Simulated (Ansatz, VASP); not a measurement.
**One calculation of Rb, two programs**

INCAR

```
PREC = Accurate
ENCUT = 520
EDIFF = 1E-6
ISMEAR = 0
SIGMA = 0.15
LREAL = False
LASPH = True
NELM = 100
ALGO = Fast
ISIF = 2
LWAVE = False
LCHARG = False
GGA = PS
NBANDS = 10
```

KPOINTS

```
Automatic mesh
0
Gamma
  12 12 12
```

The input POSCAR:

```
Rb
1.0
   -2.8901800000      2.8901800000      2.8060000000
    2.8901800000     -2.8901800000      2.8060000000
    2.8901800000      2.8901800000     -2.8060000000
Rb
1
Direct
    0.0000000000      0.0000000000      0.0000000000
```

Input for Ansatz:

```yaml
crystal:
  lattice:
    - [-2.89018, 2.89018, 2.806]
    - [2.89018, -2.89018, 2.806]
    - [2.89018, 2.89018, -2.806]
  atoms:
    - { symbol: Rb, position: [0.0, 0.0, 0.0] }
basis:
  ecutwfc: 420
kpoints:
  mp_grid: { grid: [12, 12, 12] }
hamiltonian:
  xc: pbesol
scf:
  occupations: { method: gaussian, width: 0.15 }
output:
  forces: true
  stress: true
  eigenvalues: true
```

Change from the starting cell: strain +0.030 along x and y, +0.000 along z, atoms carried along.

Alike in both runs: task single point; functional PBEsol; k mesh 12 × 12 × 12; occupations gaussian, width 0.15 eV; no spin polarisation.

|  | VASP | Ansatz |
| --- | --- | --- |
| version | VASP 6.6.1 | Ansatz 0.2.0 |
| potentials or method | VASP PAW PBE potentials, release 64 (Rb_sv), cutoff 520 eV | scalar-relativistic, plane waves, PAW |
| valence electrons in the cell | 9 | 9 |

```csv
,VASP,Ansatz,Ansatz less VASP
gap on the k mesh at the Fermi level (eV),none,none,-
pressure (GPa),-0.2,-0.2,0.00
```

VASP's potentials were made for PBE, not for PBEsol. A gap of «none» marks a metal or a gap that the smearing closes.
